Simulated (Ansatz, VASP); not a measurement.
**One calculation of CoPtO2, two programs**

INCAR

```
PREC     = Accurate       # precision mode
ENCUT    = 520            # plane-wave cutoff, eV
EDIFF    = 1E-6           # SCF threshold, eV
ISMEAR   = 0              # smearing method
SIGMA    = 0.15           # smearing width, eV
LREAL    = False          # projectors in reciprocal space
LASPH    = True           # aspherical terms in the spheres
NELM     = 60             # most SCF steps
ALGO     = Normal         # electronic algorithm
ISIF     = 2              # what is computed and relaxed
LWAVE    = False          # write WAVECAR
LCHARG   = False          # write CHGCAR
GGA      = PS             # functional
NBANDS   = 24             # bands
```

KPOINTS

```
regular mesh
0
Gamma
  18 18 18
```

File POSCAR:

```
CoPtO2
1.0
    1.4472443081      0.8355668909      5.8988731690
   -1.4472443081      0.8355668909      5.8988731690
    0.0000000000     -1.6711337818      5.8988731690
Co Pt O
1 1 2
Direct
    0.5000000000      0.5000000000      0.5000000000
    0.0000000000      0.0000000000      0.0000000000
    0.8877632707      0.8877632707      0.8877632707
    0.1122367293      0.1122367293      0.1122367293
```

Input for Ansatz:

```yaml
crystal:
  lattice:
    - [1.4472443081, 0.8355668909, 5.898873169]
    - [-1.4472443081, 0.8355668909, 5.898873169]
    - [0.0, -1.6711337818, 5.898873169]
  atoms:
    - { symbol: Co, position: [0.5, 0.5, 0.5] }
    - { symbol: Pt, position: [0.0, 0.0, 0.0] }
    - { symbol: O, position: [0.8877632707, 0.8877632707, 0.8877632707] }
    - { symbol: O, position: [0.1122367293, 0.1122367293, 0.1122367293] }
basis:
  ecutwfc: 420
kpoints:
  mp_grid: { grid: [18, 18, 18] }
hamiltonian:
  xc: pbesol
scf:
  occupations: { method: gaussian, width: 0.15 }
output:
  forces: true
  stress: true
  eigenvalues: true
  write_density: true
  write_potential: true
  elf: true
  volumetric_format: npy
```

Change from the starting cell: strain +0.030 along x and y, +0.000 along z, atoms carried along.

Alike in both runs: task single point; functional PBEsol; k mesh 18 × 18 × 18; occupations gaussian, width 0.15 eV; no spin polarisation.

|  | VASP | Ansatz |
| --- | --- | --- |
| version | VASP 6.6.1 | Ansatz 0.2.0 |
| potentials or method | VASP PAW PBE potentials, release 64 (Co, Pt, O), cutoff 520 eV | scalar-relativistic, plane waves, PAW |
| valence electrons in the cell | 31 | 47 |

Ansatz gave:

| Property | Result |
| --- | --- |
| gap on the k mesh at the Fermi level (eV) | none |
| pressure (GPa) | -12.4 |
| traceless stress, the component that is largest in VASP (GPa) | 4.92 |
| rms of the force components (eV/Å) | 0.176 |

Task: Which values does VASP return?

Result: gap on the k mesh at the Fermi level (eV): none; pressure (GPa): -12.2; traceless stress, the component that is largest in VASP (GPa): 5.37; rms of the force components (eV/Å): 0.181.

VASP's potentials were made for PBE, not for PBEsol. Atom by atom the forces differ by 0.005 eV/Å (rms over components). A gap of «none» marks a metal or a gap that the smearing closes. VASP's potentials hold 31 valence electrons a cell and Ansatz's 47, so a difference there can come from the potentials and not from the codes.

Neither program's run includes spin-orbit coupling.
